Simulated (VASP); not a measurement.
# AgPdCl3 (P6_3/mmc) in VASP: notebook

The runs below take AgPdCl3 through relaxation of cell and atoms, single point, with PBE.

Program: VASP 6.6.1. These are calculated values, not measurements. Logs are shortened: lines on timing, memory, paths and dates and some standing lists are left out, and cuts for length are marked.

## Step 1: The cell of the first run

The structure is hexagonal, space group P6_3/mmc (No. 194). Conventional cell: a = 6.466 Å, b = 6.466 Å, c = 6.601 Å, α = 90.00°, β = 90.00°, γ = 120.00°. Within 3.4 Å of Ag (site symmetry -3m) lie 6 Cl at 2.58 Å and 2 Ag at 3.30 Å. Within 4.3 Å of Pd (site symmetry -6m2) lie 12 Cl at 3.24 to 3.74 Å and 6 Ag at 4.08 Å. Within 3.5 Å of Cl (site symmetry mm2) lie 2 Ag at 2.58 Å and 4 Cl at 3.04 to 3.43 Å and 2 Pd at 3.24 Å.

## Step 2: Relaxation of cell and atoms, PBE

Contents of INCAR:

```
SYSTEM = AgPdCl3
ALGO     = Normal         ! electronic algorithm
EDIFF    = 1E-6           ! SCF threshold, eV
EDIFFG   = -0.01          ! ionic threshold
ENCUT    = 600            ! plane-wave cutoff, eV
GGA      = PE             ! functional
IBRION   = 2              ! ionic algorithm
ISIF     = 3              ! what is computed and relaxed
ISMEAR   = 0              ! smearing method
LASPH    = .True.         ! aspherical terms in the spheres
LCHARG   = .False.        ! write CHGCAR
LREAL    = .False.        ! projectors in reciprocal space
LWAVE    = .False.        ! write WAVECAR
NELM     = 60             ! most SCF steps
NSW      = 100            ! ionic steps
PREC     = Accurate       ! precision mode
SIGMA    = 0.1            ! smearing width, eV
```

Contents of KPOINTS:

```
k-points
0
Gamma
  6 6 6
  0 0 0
```

Contents of POSCAR:

```
AgPdCl3
1.0
    6.4663455494      0.0000000000      0.0000000000
   -3.2331727747      5.6000195154      0.0000000000
    0.0000000000      0.0000000000      6.6009592004
Ag Pd Cl
2 2 6
Direct
    0.0000000000      0.0000000000      0.5000000000
    0.0000000000      0.0000000000      0.0000000000
    0.3333333333      0.6666666667      0.7500000000
    0.6666666667      0.3333333333      0.2500000000
    0.1768232176      0.3536464351      0.2500000000
    0.8231767824      0.1768232176      0.7500000000
    0.8231767824      0.6463535649      0.7500000000
    0.1768232176      0.8231767824      0.2500000000
    0.6463535649      0.8231767824      0.2500000000
    0.3536464351      0.1768232176      0.7500000000
```

Potentials or basis: VASP PAW PBE potentials, release 64 (Ag, Pd, Cl).

Run with:

```bash
cat potpaw_PBE.64/Ag/POTCAR potpaw_PBE.64/Pd/POTCAR potpaw_PBE.64/Cl/POTCAR > POTCAR
mpirun -np 1 vasp_std > vasp.out
```

OUTCAR:

```text
SYSTEM = AgPdCl3
   EDIFF = 1E-6
   EDIFFG = -0.01
   ENCUT = 600
   GGA = PE
   IBRION = 2
   ISIF = 3
   ISMEAR = 0
   LASPH = .True.
   LREAL = .False.
   NELM = 60
   NSW = 100
   PREC = Accurate

 ion  position               nearest neighbor table
   1  0.000  0.000  0.500-   5 2.58   7 2.58   9 2.58  10 2.58   6 2.58   8 2.58   2 3.30   2 3.30

   2  0.000  0.000  0.000-   5 2.58   7 2.58   9 2.58  10 2.58   6 2.58   8 2.58   1 3.30   1 3.30

   3  0.333  0.667  0.750-
   4  0.667  0.333  0.250-
   5  0.177  0.354  0.250-   1 2.58   2 2.58
   6  0.823  0.177  0.750-   1 2.58   2 2.58
   7  0.823  0.646  0.750-   1 2.58   2 2.58
   8  0.177  0.823  0.250-   1 2.58   2 2.58
   9  0.646  0.823  0.250-   1 2.58   2 2.58
  10  0.354  0.177  0.750-   1 2.58   2 2.58

  LATTYP: Found a hexagonal cell.
 ALAT       =     6.4663455494
 C/A-ratio  =     1.0208175777

  Lattice vectors:

 A1 = (   6.4663455494,   0.0000000000,   0.0000000000)
 A2 = (  -3.2331727747,   5.6000195154,   0.0000000000)
 A3 = (   0.0000000000,   0.0000000000,   6.6009592004)

Analysis of symmetry for initial positions (statically):
=====================================================================
 Subroutine PRICEL returns:
 Original cell was already a primitive cell.

 Routine SETGRP: Setting up the symmetry group for a
 hexagonal supercell.

 Subroutine GETGRP returns: Found 24 space group operations
 (whereof 12 operations were pure point group operations)
 out of a pool of 24 trial point group operations.

The static configuration has the point symmetry D_3d.
 The point group associated with its full space group is D_6h.

Analysis of symmetry for dynamics (positions and initial velocities):
=====================================================================
 Subroutine PRICEL returns:
 Original cell was already a primitive cell.

 Routine SETGRP: Setting up the symmetry group for a
 hexagonal supercell.

 Subroutine GETGRP returns: Found 24 space group operations
 (whereof 12 operations were pure point group operations)
 out of a pool of 24 trial point group operations.

The dynamic configuration has the point symmetry D_3d.
 The point group associated with its full space group is D_6h.

 Subroutine INISYM returns: Found 24 space group operations
 (whereof 12 operations are pure point group operations),
 and found     1 'primitive' translations

----------------------------------------------------------------------------------------

                                     Primitive cell

  volume of cell :     239.0317

  direct lattice vectors                    reciprocal lattice vectors
     6.466345549  0.000000000  0.000000000     0.154646855  0.089285403  0.000000000
    -3.233172775  5.600019515  0.000000000     0.000000000  0.178570806  0.000000000
     0.000000000  0.000000000  6.600959200     0.000000000  0.000000000  0.151493135

  length of vectors
     6.466345549  6.466345549  6.600959200     0.178570806  0.178570806  0.151493135

  position of ions in fractional coordinates (direct lattice)
     0.000000000  0.000000000  0.500000000
     0.000000000  0.000000000  0.000000000
     0.333333333  0.666666667  0.750000000
     0.666666667  0.333333333  0.250000000
     0.176823218  0.353646435  0.250000000
     0.823176782  0.176823218  0.750000000
     0.823176782  0.646353565  0.750000000
     0.176823218  0.823176782  0.250000000
     0.646353565  0.823176782  0.250000000
     0.353646435  0.176823218  0.750000000

  ion indices of the primitive-cell ions
   primitive index   ion index
                 1           1
                 2           2
                 3           3
                 4           4
                 5           5
                 6           6
                 7           7
                 8           8
                 9           9
                10          10

----------------------------------------------------------------------------------------

 KPOINTS: k-points

Automatic generation of k-mesh.
 Grid dimensions read from file:
 generate k-points for:    6    6    6

 Generating k-lattice:

  Cartesian coordinates                     Fractional coordinates (reciprocal lattice)
     0.025774476  0.014880901  0.000000000     0.166666667 -0.000000000  0.000000000
     0.000000000  0.029761801  0.000000000     0.000000000  0.166666667  0.000000000
     0.000000000  0.000000000  0.025248856     0.000000000  0.000000000  0.166666667

  Length of vectors
     0.029761801  0.029761801  0.025248856

  Shift w.r.t. Gamma in fractional coordinates (k-lattice)
     0.000000000  0.000000000  0.000000000

 Subroutine IBZKPT returns following result:
 ===========================================

 Found     28 irreducible k-points:

 Following reciprocal coordinates:
            Coordinates               Weight
  0.000000  0.000000  0.000000      1.000000
  0.166667  0.000000  0.000000      6.000000
  0.333333  0.000000  0.000000      6.000000
  0.500000  0.000000  0.000000      3.000000
  0.166667  0.166667  0.000000      6.000000
  0.333333  0.166667  0.000000     12.000000
[... 16 lines left out ...]
  0.166667  0.000000  0.500000      6.000000
  0.333333  0.000000  0.500000      6.000000
 [... further k-points ...]
   k-points           NKPTS =     28   k-points in BZ     NKDIM =     28   number of bands    NBANDS=     50
   number of dos      NEDOS =    301   number of ions     NIONS =     10
   total plane-waves  NPLWV = 157464
   dimension x,y,z NGX =    54 NGY =   54 NGZ =   54
   dimension x,y,z NGXF=   108 NGYF=  108 NGZF=  108
   ions per type =               2   2   6
   NGX,Y,Z   is equivalent  to a cutoff of  13.88, 13.88, 13.60 a.u.
   NGXF,Y,Z  is equivalent  to a cutoff of  27.77, 27.77, 27.20 a.u.
 SYSTEM =  AgPdCl3
   PREC   = accura    normal or accurate (medium, high low for compatibility)
   ISTART =      0    job   : 0-new  1-cont  2-samecut
   ICHARG =      2    charge: 1-file 2-atom 10-const
   ISPIN  =      1    spin polarized calculation?
   LNONCOLLINEAR =      F non collinear calculations
   LSORBIT =      F    spin-orbit coupling
   LASPH  =      T    aspherical Exc in radial PAW
   ENCUT  =  600.0 eV  44.10 Ry    6.64 a.u.  12.91 12.91 13.18*2*pi/ulx,y,z
   NELM   =     60;   NELMIN=  2; NELMDL= -5     # of ELM steps
   EDIFF  = 0.1E-05   stopping-criterion for ELM
   LREAL  =      F    real-space projection
   EDIFFG = -.1E-01   stopping-criterion for IOM
   NSW    =    100    number of steps for IOM
   IBRION =      2    ionic relax: 0-MD 1-quasi-New 2-CG
   NFREE  =      1    steps in history (QN), initial steepest desc. (CG)
   ISIF   =      3    stress and relaxation
   ISYM   =      2    0-nonsym 1-usesym 2-fastsym
   POTIM  = 0.5000    time-step for ionic-motion
   TEBEG  =    0.0;   TEEND  =   0.0 temperature during run
   PSTRESS=    0.0 pullay stress
   NELECT =      84.0000    total number of electrons
   NUPDOWN=      -1.0000    fix difference up-down
   EMIN   =  10.00;   EMAX   =-10.00  energy-range for DOS
   EFERMI =   0.00;   METHOD = LEGACY
   ISMEAR =     0;   SIGMA  =   0.10  broadening in eV -4-tet -1-fermi 0-gaus
   EFERMI_NEDOS =   21; number of points for ismear=-14 and -15
   IALGO  =     38    algorithm
   IMIX   =      4    mixing-type and parameters
     AMIX     =   0.40;   BMIX     =  1.00
     AMIX_MAG =   1.60;   BMIX_MAG =  1.00
  volume/ion in A,a.u.               =      23.90       161.31
  Fermi-wavevector in a.u.,A,eV,Ry     =   1.155268  2.183140 18.158937  1.334644
  Thomas-Fermi vector in A             =   2.291898
   LORBIT       =      0    0 simple, 1 ext, 2 COOP (PROOUT), +10 PAW based schemes
   GGA     = PE    functional components
   LHFCALC =     F    Hartree Fock is set to
   AEXX    =    0.0000 exact exchange contribution
   IVDW    =     0    specifies the selected vdW correction
   LEPSILON=     F    determine dielectric tensor
   LRPA    =     F    only Hartree local field effects (RPA)
 conjugate gradient relaxation of ions
 non-spin polarized calculation
 Gauss-broadening in eV      SIGMA  =   0.10
  energy-cutoff  :      600.00
  volume of cell :      239.03
 maximum number of plane-waves:      8010
 NGX is ok and might be reduce to    54
   NGX = 25   NGY = 25   NGZ = 27

--------------------------------------- Ionic step        1  -------------------------------------------

 number of electron      83.9999996 magnetization

 Free energy of the ion-electron system (eV)
  ---------------------------------------------------
  ext. energy  EPLUGINS =         0.00000000
  ---------------------------------------------------
  free energy    TOTEN  =       -24.62445381 eV

  energy without entropy =      -24.51140615  energy(sigma->0) =      -24.56792998

------------------------ aborting loop because EDIFF is reached ----------------------------------------

  FORCE on cell =-STRESS in cart. coord.  units (eV):
  Direction    XX          YY          ZZ          XY          YZ          ZX
  --------------------------------------------------------------------------------------
  -------------------------------------------------------------------------------------
  Total       -0.2183381     -0.2183381     -0.1457482      0.0000000      0.0000000      0.0000000
  in kB       -1.4634727     -1.4634727     -0.9769187      0.0000000      0.0000000      0.0000000
  external PRESSURE =      -1.3012880 kB  Pullay stress =       0.0000000 kB
[... 161 lines left out ...]
  energy  without entropy=      -24.5125816529  energy(sigma->0) =      -24.56899079

--------------------------------------- Ionic step        5  -------------------------------------------

 number of electron      83.9999995 magnetization

 Free energy of the ion-electron system (eV)
  ---------------------------------------------------
  ext. energy  EPLUGINS =         0.00000000
  ---------------------------------------------------
  free energy    TOTEN  =       -24.62559954 eV

  energy without entropy =      -24.51229238  energy(sigma->0) =      -24.56894596

 E-fermi :   2.3828     XC(G=0):  -9.2466

 val. band max:        2.3754197990   @ k =   0.3333   0.1667   0.5000
 cond. band min:       2.3845430629   @ k =   0.5000   0.0000   0.3333
 fundamental gap:      0.0091232639
 Fermi energy:         2.3828292703

 k-point     1 :       0.0000    0.0000    0.0000
  band No.  band energies     occupation
      1     -12.6465      2.00000
      2     -12.2965      2.00000
      3     -11.7119      2.00000
      4     -11.7119      2.00000
      5     -11.7077      2.00000
      6     -11.7077      2.00000
[... 1261 lines left out ...]
     49       8.4146      0.00000
     50       8.4146      0.00000

 [... further k-points ...]

------------------------ aborting loop because EDIFF is reached ----------------------------------------

  FORCE on cell =-STRESS in cart. coord.  units (eV):
  Direction    XX          YY          ZZ          XY          YZ          ZX
  --------------------------------------------------------------------------------------
  -------------------------------------------------------------------------------------
  Total       -0.0615024     -0.0615024      0.0689846      0.0000000      0.0000000      0.0000000
  in kB       -0.4123456     -0.4123456      0.4625107      0.0000000      0.0000000      0.0000000
  external PRESSURE =      -0.1207269 kB  Pullay stress =       0.0000000 kB
[... 25 lines left out ...]
  FREE ENERGIE OF THE ION-ELECTRON SYSTEM (eV)
  ---------------------------------------------------
  free  energy   TOTEN  =       -24.6255995387 eV

  energy  without entropy=      -24.5122923846  energy(sigma->0) =      -24.56894596

 reached required accuracy - stopping structural energy minimisation
```

Run time: 54 min. Hardware: 1 thread of Intel Xeon 8259CL, shared host; peak memory 0.67 GiB.

Results:

```yaml
Free_energy: -24.6256 eV
Relaxed_volume: 23.90 Å³/atom
Relaxed_cell: a = 6.460 Å, b = 6.460 Å, c = 6.612 Å, α = 90.00°, β = 90.00°, γ = 120.00°
Space_group_after_relaxing_to_0.1_Å: P6_3/mmc (No. 194)
Energy_gained_by_relaxing: 0.1 meV/atom
Ionic_steps: 5
Pressure_after_relaxing: 0.0 GPa
Largest_force_after_relaxing: 0.004 eV/Å
Band_gap_on_the_k_mesh: zero (bands 42 and 43 overlap by 0.15 eV)
```

Forces in eV/Å, atoms in the order of the input:
```
Ag   0.000  0.000  0.000
Ag   0.000  0.000  0.000
Pd   0.000  0.000  0.000
Pd   0.000  0.000  0.000
Cl   0.000  0.004  0.000
Cl  -0.003  0.002  0.000
Cl   0.000 -0.004  0.000
Cl   0.003 -0.002  0.000
Cl  -0.003 -0.002  0.000
Cl   0.003  0.002  0.000
```

Step by step:
| step | energy change (eV) | largest force (eV/Å) | pressure (GPa) | volume (Å³) |
| --- | --- | --- | --- | --- |
| 1 | 0.0000 | 0.0537 | -0.13 | 239.03 |
| 2 | -0.0008 | 0.0171 | 0.02 | 238.36 |
| 3 | -0.0008 | 0.0120 | 0.04 | 238.26 |
| 4 | -0.0009 | 0.0079 | 0.03 | 238.43 |
| 5 | -0.0011 | 0.0036 | -0.01 | 238.97 |

Final structure:
```xyz
10
Lattice="6.4602 0.0000 0.0000 -3.2301 5.5947 0.0000 0.0000 0.0000 6.6119" Properties=species:S:1:pos:R:3 pbc="T T T"
Ag    0.0000    0.0000    3.3059
Ag    0.0000    0.0000    0.0000
Pd    0.0000    3.7298    4.9589
Pd    3.2301    1.8649    1.6530
Cl    0.0000    1.9723    1.6530
Cl    4.7521    0.9861    4.9589
Cl    3.2301    3.6224    4.9589
Cl   -1.5220    4.6085    1.6530
Cl    1.5220    4.6085    1.6530
Cl    1.7080    0.9861    4.9589
```

## Step 3: Single point, PBE

This run uses another cell than the first one, of 24.01 Å³/atom.

Contents of INCAR:

```
PREC = Accurate
ENCUT = 520
EDIFF = 1E-6
ISMEAR = 0
SIGMA = 0.1
LREAL = False
LASPH = True
NELM = 60
ALGO = Normal
ISIF = 2
LWAVE = False
LCHARG = False
GGA = PE
NBANDS = 53
```

Contents of KPOINTS:

```
regular mesh
0
Gamma
  6 6 6
```

Contents of POSCAR:

```
AgPdCl3
1.0
    6.4220307148      0.0000000000      0.0000000000
   -3.2110153574      5.5616417429      0.0000000000
    0.0000000000      0.0000000000      6.7213789539
Ag Pd Cl
2 2 6
Direct
    0.0000000000      0.0000000000      0.5000000000
    0.0000000000      0.0000000000      0.0000000000
    0.3333333333      0.6666666667      0.7500000000
    0.6666666667      0.3333333333      0.2500000000
    0.1758563237      0.3517126475      0.2500000000
    0.8241436763      0.1758563237      0.7500000000
    0.8241436763      0.6482873525      0.7500000000
    0.1758563237      0.8241436763      0.2500000000
    0.6482873525      0.8241436763      0.2500000000
    0.3517126475      0.1758563237      0.7500000000
```

Potentials or basis: VASP PAW PBE potentials, release 64 (Ag, Pd, Cl).

Run with:

```bash
cat potpaw_PBE.64/Ag/POTCAR potpaw_PBE.64/Pd/POTCAR potpaw_PBE.64/Cl/POTCAR > POTCAR
mpirun -np 1 vasp_std > vasp.out
```

Run time: 10 min. Hardware: 1 thread of Oxide Virtual Turin-like, shared host; peak memory 0.48 GiB.

Results (log left out):

* Free energy: -24.6265 eV
* Pressure: -0.1 GPa
* Largest force: 0.009 eV/Å
* Band gap on the k mesh: zero (bands 42 and 43 overlap by 0.17 eV)

Forces on the atoms (eV/Å):
```
Ag   0.000  0.000  0.000
Ag   0.000  0.000  0.000
Pd   0.000  0.000  0.000
Pd   0.000  0.000  0.000
Cl   0.000 -0.009  0.000
Cl   0.008 -0.005  0.000
Cl   0.000  0.009  0.000
Cl  -0.008  0.005  0.000
Cl   0.008  0.005  0.000
Cl  -0.008 -0.005  0.000
```

Levels at points of the mesh, in eV from the Fermi level:
| k point | band 38 | band 39 | band 40 | band 41 | band 42 | band 43 | band 44 | band 45 | band 46 | band 47 |
| --- | --- | --- | --- | --- | --- | --- | --- | --- | --- | --- |
| (0.00, 0.00, 0.00) | -0.35 | -0.32 | -0.32 | -0.08 | -0.08 | 0.37 | 0.37 | 1.49 | 2.17 | 4.51 |
| (0.50, 0.00, 0.00) | -0.30 | -0.23 | -0.22 | -0.15 | 0.08 | 0.09 | 0.31 | 3.14 | 3.40 | 5.13 |
| (0.00, 0.00, 0.50) | -0.43 | -0.35 | -0.35 | 0.02 | 0.02 | 0.02 | 0.02 | 2.11 | 2.11 | 4.72 |
| (0.50, 0.00, 0.50) | -0.32 | -0.02 | -0.02 | 0.01 | 0.01 | 0.13 | 0.13 | 3.47 | 3.47 | 5.33 |
